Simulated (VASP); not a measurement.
V3MoS8, 12 atoms in the cell. Symmetry: P-6m2, No. 187, hexagonal system. The conventional cell has a = 3.329 Å, b = 3.329 Å, c = 25.894 Å, α = 90.00°, β = 90.00°, γ = 120.00°. V (site symmetry -6m2) has 6 S at 2.49 Å within 3.3 Å. Within 3.3 Å of V (site symmetry 3m) lie 6 S at 2.49 Å. Mo (site symmetry -6m2) has 6 S at 2.49 Å within 3.3 Å. S (site symmetry 3m) has 3 V at 2.49 Å and 1 S at 3.17 Å within 3.3 Å. Within 3.3 Å of S (site symmetry 3m) lie 3 V at 2.49 Å and 1 S at 3.17 Å. S (site symmetry 3m) has 3 V at 2.49 Å and 1 S at 3.17 Å within 3.3 Å. Within 3.3 Å of S (site symmetry 3m) lie 3 Mo at 2.49 Å and 1 S at 3.17 Å. 

```yaml
Program: VASP 6.6.1
Task: single point
Functional: PBE
Potentials_or_basis: VASP PAW PBE potentials, release 64 (V_sv, Mo_sv, S)
Cutoff: 520 eV
k_mesh: 6 × 6 × 1
Occupations: gaussian, width 0.1 eV
Spin: collinear spin, ferrimagnetic start
Starting_moments: "[2.0, 2.0, -2.0, -1.0, 0.0, 0.0, 0.0, 0.0, 0.0, 0.0, 0.0, 0.0] μB"
Dipole_correction: no
Further_INCAR_settings: ALGO = Normal; EDIFF = 1e-07; NBANDS = 66
```

Potentials or basis: VASP PAW PBE potentials, release 64 (V_sv, Mo_sv, S).

Command:

```sh
$ cat potpaw_PBE.64/V_sv/POTCAR potpaw_PBE.64/Mo_sv/POTCAR potpaw_PBE.64/S/POTCAR > POTCAR
$ mpirun -np 1 vasp_std > vasp.out
```

Hardware: 1 thread of Intel(R) Xeon(R) 6975P-C (Granite Rapids) (shared host).

Task: How long does it take, and how much memory?

Result: It took 8.3 min on 1 thread of Intel(R) Xeon(R) 6975P-C (Granite Rapids) (shared host), peak memory 0.59 GiB. Counts: scf iterations 38, k points 7.
